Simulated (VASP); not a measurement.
Input of a VASP 6.6.1 run:

File INCAR:

```
  PREC = Accurate
  ENCUT = 520
  EDIFF = 1E-6
  ISMEAR = 0
  SIGMA = 0.15
  LREAL = F
  LASPH = T
  NELM = 100
  ALGO = Normal
  ISIF = 2
  LWAVE = F
  LCHARG = F
  GGA = PE
  NBANDS = 34
```

KPOINTS

```
Automatic mesh
0
Gamma
  4 2 3
```

Contents of POSCAR:

```
Hf2TaN4
1.0
    3.1703074129     -0.0004715129     -0.0074828419
   -0.0105830455      5.6227423905     -0.0072116055
   -1.5815532996     -1.3644119106      4.9525807700
Hf Ta N
2 1 4
Direct
    0.7777604930      0.7723881915      0.5521564261
    0.2222395070      0.2276118085      0.4478435739
    0.0000000000      0.5000000000      0.0000000000
    0.8536511452      0.1610595554      0.7113695482
    0.3830178652      0.6131167516      0.7638272489
    0.1463488548      0.8389404446      0.2886304518
    0.6169821348      0.3868832484      0.2361727511
```

Potentials or basis: VASP PAW PBE potentials, release 64 (Hf_pv, Ta_pv, N).

Run with:

```bash
$ cat potpaw_PBE.64/Hf_pv/POTCAR potpaw_PBE.64/Ta_pv/POTCAR potpaw_PBE.64/N/POTCAR > POTCAR
$ mpirun -np 1 vasp_std > vasp.out
```

(1) Predict the band gap on the k mesh.

(2) Estimate the pressure.

(3) What does it give for the largest force?

Results:

(1) zero (an odd number of electrons rules out a gap without spin polarisation).

(2) -1.2 GPa.

(3) 0.143 eV/Å.

Caveat: the k points lie up to 0.58 Å⁻¹ apart, too coarse for converged energies and pressures of a metal; spin-orbit coupling is left out, which moves the levels of the heavy elements; an odd number of electrons without spin polarisation forces a metal; a magnetic or distorted state may lie lower.
